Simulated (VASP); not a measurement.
# GaGe (F-43m) in VASP: notebook, part 2 of 2

VASP 6.6.1. The steps go on from the part before.

### 3 Single point, LDA

This run uses another cell than the first one, of 22.87 Å³/atom, 0.887 times its volume.

INCAR

```
  PREC = Accurate
  ENCUT = 520
  EDIFF = 1E-7
  ISMEAR = -1
  SIGMA = 0.05
  LREAL = False
  LASPH = True
  NELM = 100
  ALGO = Normal
  ISIF = 2
  LWAVE = False
  LCHARG = False
  NBANDS = 20
```

KPOINTS

```
regular mesh
0
Gamma
  8 8 8
```

POSCAR

```
GaGe
1.0
    0.0000000000      2.8386877276      2.8386877276
    2.8386877276      0.0000000000      2.8386877276
    2.8386877276      2.8386877276      0.0000000000
Ge Ga
1 1
Direct
    0.0000000000      0.0000000000      0.0000000000
    0.2500000000      0.2500000000      0.2500000000
```

Potentials or basis: VASP PAW LDA potentials, release 64 (Ge_d, Ga_d).

On the command line:

```
$ cat potpaw_LDA.64/Ge_d/POTCAR potpaw_LDA.64/Ga_d/POTCAR > POTCAR
$ mpirun -np 1 vasp_std > vasp.out
```

OUTCAR:

```text
PREC = Accurate
   ENCUT = 520
   EDIFF = 1E-7
   ISMEAR = -1
   LREAL = False
   LASPH = True
   NELM = 100
   ISIF = 2

 ion  position               nearest neighbor table
   1  0.000  0.000  0.000-   2 2.46   2 2.46   2 2.46   2 2.46
   2  0.250  0.250  0.250-   1 2.46   1 2.46   1 2.46   1 2.46

  LATTYP: Found a face centered cubic cell.
 ALAT       =     5.6773754552

  Lattice vectors:

 A1 = (   0.0000000000,   2.8386877276,   2.8386877276)
 A2 = (   2.8386877276,   0.0000000000,   2.8386877276)
 A3 = (   2.8386877276,   2.8386877276,   0.0000000000)

Analysis of symmetry for initial positions (statically):
=====================================================================
 Subroutine PRICEL returns:
 Original cell was already a primitive cell.

 Routine SETGRP: Setting up the symmetry group for a
 face centered cubic supercell.

 Subroutine GETGRP returns: Found 24 space group operations
 (whereof 24 operations were pure point group operations)
 out of a pool of 48 trial point group operations.

The static configuration has the point symmetry T_d .

[... 150 lines left out ...]
 number of electron      26.9999994 magnetization

 Free energy of the ion-electron system (eV)
  ---------------------------------------------------
  ext. energy  EPLUGINS =         0.00000000
  ---------------------------------------------------
  free energy    TOTEN  =        -8.43813157 eV

  energy without entropy =       -8.42979922  energy(sigma->0) =       -8.43396540

 E-fermi :   3.2638     XC(G=0): -10.1806

 val. band max:        3.0541775944   @ k =   0.1250   0.1250   0.0000
 cond. band min:       3.2963941071   @ k =  -0.1250   0.1250   0.0000
 fundamental gap:      0.2422165128
 Fermi energy:         3.2638440401

 k-point     1 :       0.0000    0.0000    0.0000
  band No.  band energies     occupation
      1     -20.7775      2.00000
      2     -20.7775      2.00000
      3     -20.7775      2.00000
      4     -20.7535      2.00000
      5     -20.7535      2.00000
      6     -11.2166      2.00000
[... 541 lines left out ...]
     19      12.6135      0.00000
     20      15.4776      0.00000

 [... further k-points ...]
[... 5 lines left out ...]
  --------------------------------------------------------------------------------------
  -------------------------------------------------------------------------------------
  Total       -0.2887103     -0.2887103     -0.2887103     -0.0000000      0.0000000     -0.0000000
  in kB      -10.1109047    -10.1109047    -10.1109047     -0.0000000      0.0000000     -0.0000000
  external PRESSURE =     -10.1109047 kB  Pullay stress =       0.0000000 kB

 VOLUME and BASIS-vectors are now :
 -----------------------------------------------------------------------------
  energy-cutoff  :      520.00
  volume of cell :       45.75
      direct lattice vectors                 reciprocal lattice vectors
     0.000000000  2.838687728  2.838687728    -0.176137726  0.176137726  0.176137726
     2.838687728  0.000000000  2.838687728     0.176137726 -0.176137726  0.176137726
     2.838687728  2.838687728  0.000000000     0.176137726  0.176137726 -0.176137726

 POSITION                                       TOTAL-FORCE (eV/Angst)
 -----------------------------------------------------------------------------------
      0.00000      0.00000      0.00000         0.000000      0.000000      0.000000
      1.41934      1.41934      1.41934        -0.000000     -0.000000     -0.000000
 -----------------------------------------------------------------------------------
    total drift:                                0.000001      0.000001      0.000001

  FREE ENERGIE OF THE ION-ELECTRON SYSTEM (eV)
  ---------------------------------------------------
  free  energy   TOTEN  =        -8.4381315740 eV

  energy  without entropy=       -8.4297992247  energy(sigma->0) =       -8.43396540
```

Wall time 9.6 s (1 thread of Intel Xeon 6975P-C (Granite Rapids), shared host); peak memory 0.15 GiB.

What came out:

- Free energy: -8.4381 eV
- Pressure: -1.0 GPa

Levels at points of the mesh, in eV from the Fermi level:
```
           k point  band 10  band 11  band 12  band 13  band 14  band 15  band 16  band 17  band 18  band 19
(0.00, 0.00, 0.00)   -14.41   -10.90     1.82     1.82     1.82     2.53     4.49     4.49     4.49     7.86
(0.50, 0.00, 0.00)   -14.41    -8.78    -5.59     0.41     0.41     2.28     5.49     5.49     8.26    11.88
(0.50, 0.50, 0.00)   -14.40    -7.63    -5.99    -1.34    -1.34     2.31     2.45    11.53    11.53    12.82
```

### 4 Single point, LDA

This run uses another cell than the first one, of 23.36 Å³/atom, 0.906 times its volume.

INCAR

```
PREC = Accurate ; ENCUT = 520
EDIFF = 1E-7 ; ISMEAR = -1
SIGMA = 0.05 ; LREAL = F
LASPH = T ; NELM = 100
ALGO = Normal ; ISIF = 2
LWAVE = F ; LCHARG = T
GGA = CA ; LELF = T
LVHAR = T ; NBANDS = 20
```

KPOINTS

```
Automatic mesh
0
Gamma
  8 8 8
```

POSCAR

```
GaGe
1.0
    0.0000000000      2.8586791449      2.8586791449
    2.8586791449      0.0000000000      2.8586791449
    2.8586791449      2.8586791449      0.0000000000
Ge Ga
1 1
Direct
    0.0000000000      0.0000000000      0.0000000000
    0.2500000000      0.2500000000      0.2500000000
```

On the command line:

```
$ cat potpaw_LDA.64/Ge_d/POTCAR potpaw_LDA.64/Ga_d/POTCAR > POTCAR
$ mpirun -np 1 vasp_std > vasp.out
```

Wall time 10 s (1 thread of Intel Xeon 6975P-C (Granite Rapids), shared host); peak memory 0.16 GiB.

The run converged. Its results:

- Free energy: -8.4287 eV
- Pressure: -2.1 GPa

Levels at points of the mesh, in eV from the Fermi level:
```csv
k point,band 12,band 13,band 14,band 15,band 16,band 17
"(0.00, 0.00, 0.00)",1.77,1.77,1.77,2.31,4.44,4.44
"(0.50, 0.00, 0.00)",-5.52,0.40,0.40,2.17,5.44,5.44
"(0.50, 0.50, 0.00)",-5.94,-1.31,-1.31,2.30,2.43,11.32
```

### 5 Single point, LDA

This run uses another cell than the first one, of 23.85 Å³/atom, 0.925 times its volume.

INCAR

```
ALGO = Normal ; EDIFF = 1E-6
ENCUT = 520 ; ISIF = 2
ISMEAR = -1 ; LASPH = True
LCHARG = True ; LELF = True
LREAL = False ; LVHAR = True
LWAVE = False ; NBANDS = 20
NELM = 80 ; PREC = Accurate
SIGMA = 0.05
```

KPOINTS

```
k-points
0
Gamma
  8 8 8
```

POSCAR

```
GaGe
1.0
    0.0000000000      2.8783947965      2.8783947965
    2.8783947965      0.0000000000      2.8783947965
    2.8783947965      2.8783947965      0.0000000000
Ge Ga
1 1
Direct
    0.0000000000      0.0000000000      0.0000000000
    0.2500000000      0.2500000000      0.2500000000
```

Potentials or basis: VASP PAW LDA potentials, release 64 (Ge_d, Ga_d).

On the command line:

```
$ cat potpaw_LDA.64/Ge_d/POTCAR potpaw_LDA.64/Ga_d/POTCAR > POTCAR
$ mpirun -np 1 vasp_std > vasp.out
```

OUTCAR:

```text
EDIFF = 1E-6
   ENCUT = 520
   ISIF = 2
   ISMEAR = -1
   LASPH = True
   LREAL = False
   NELM = 80
   PREC = Accurate

 ion  position               nearest neighbor table
   1  0.000  0.000  0.000-   2 2.49   2 2.49   2 2.49   2 2.49
   2  0.250  0.250  0.250-   1 2.49   1 2.49   1 2.49   1 2.49

  LATTYP: Found a face centered cubic cell.
 ALAT       =     5.7567895930

  Lattice vectors:

 A1 = (   0.0000000000,   2.8783947965,   2.8783947965)
 A2 = (   2.8783947965,   0.0000000000,   2.8783947965)
 A3 = (   2.8783947965,   2.8783947965,   0.0000000000)

[... 186 lines left out ...]
      5     -21.0809      2.00000
      6     -11.5084      2.00000
[... 541 lines left out ...]
     19      12.0997      0.00000
     20      14.9403      0.00000

 [... further k-points ...]
[... 5 lines left out ...]
  --------------------------------------------------------------------------------------
  -------------------------------------------------------------------------------------
  Total       -0.9255903     -0.9255903     -0.9255903     -0.0000000     -0.0000000     -0.0000000
  in kB      -31.0919735    -31.0919735    -31.0919735     -0.0000000     -0.0000000     -0.0000000
  external PRESSURE =     -31.0919735 kB  Pullay stress =       0.0000000 kB

 VOLUME and BASIS-vectors are now :
 -----------------------------------------------------------------------------
  energy-cutoff  :      520.00
  volume of cell :       47.70
      direct lattice vectors                 reciprocal lattice vectors
     0.000000000  2.878394796  2.878394796    -0.173707929  0.173707929  0.173707929
     2.878394796  0.000000000  2.878394796     0.173707929 -0.173707929  0.173707929
     2.878394796  2.878394796  0.000000000     0.173707929  0.173707929 -0.173707929

 POSITION                                       TOTAL-FORCE (eV/Angst)
 -----------------------------------------------------------------------------------
      0.00000      0.00000      0.00000         0.000000      0.000000     -0.000000
      1.43920      1.43920      1.43920        -0.000000     -0.000000      0.000000
 -----------------------------------------------------------------------------------
    total drift:                                0.000001      0.000001      0.000000

  FREE ENERGIE OF THE ION-ELECTRON SYSTEM (eV)
  ---------------------------------------------------
  free  energy   TOTEN  =        -8.4128368212 eV

  energy  without entropy=       -8.4043993600  energy(sigma->0) =       -8.40861809
```

stdout:

```text
POSCAR found type information on POSCAR GeGa
 POSCAR found :  2 types and       2 ions
 scaLAPACK will be used
 LDA part: xc-table for (Slater(with rela. corr.)+CA(PZ))
 , standard interpolation
 POSCAR, INCAR and KPOINTS ok, starting setup
 FFT: planning ... GRIDC
 FFT: planning ... GRID_SOFT
 FFT: planning ... GRID
 WAVECAR not read
 entering main loop
```

Wall time 9.3 s (1 thread of Intel Xeon 6975P-C (Granite Rapids), shared host); peak memory 0.15 GiB.

Results:

```
Free energy : -8.4128 eV
Pressure    : -3.1 GPa
```

### 6 Overview

```csv
level,potentials or basis,cell,gap on the mesh (eV),pressure (GPa)
PBEsol,"VASP PAW PBE potentials, release 64 (Ge_d, Ga_d)","a = 4.179 Å, angles 60.0°, 2 atoms",none,-4.7
LDA,"VASP PAW LDA potentials, release 64 (Ge_d, Ga_d)","a = 4.015 Å, angles 60.0°, 2 atoms",none,-1.0
LDA,"VASP PAW LDA potentials, release 64 (Ge_d, Ga_d)","a = 4.043 Å, angles 60.0°, 2 atoms",none,-2.1
LDA,"VASP PAW LDA potentials, release 64 (Ge_d, Ga_d)","a = 4.071 Å, angles 60.0°, 2 atoms",none,-3.1
```

Alike in all rows: task single point; no spin polarisation; k mesh 8 × 8 × 8; cutoff (eV) 520; smearing fermi-dirac 0.05 eV.

Caveats: the PAW data sets were made with another functional, which shifts forces and pressure a little (some runs).

Total energies depend on the potentials used, so only differences within one code and one set of settings carry meaning.
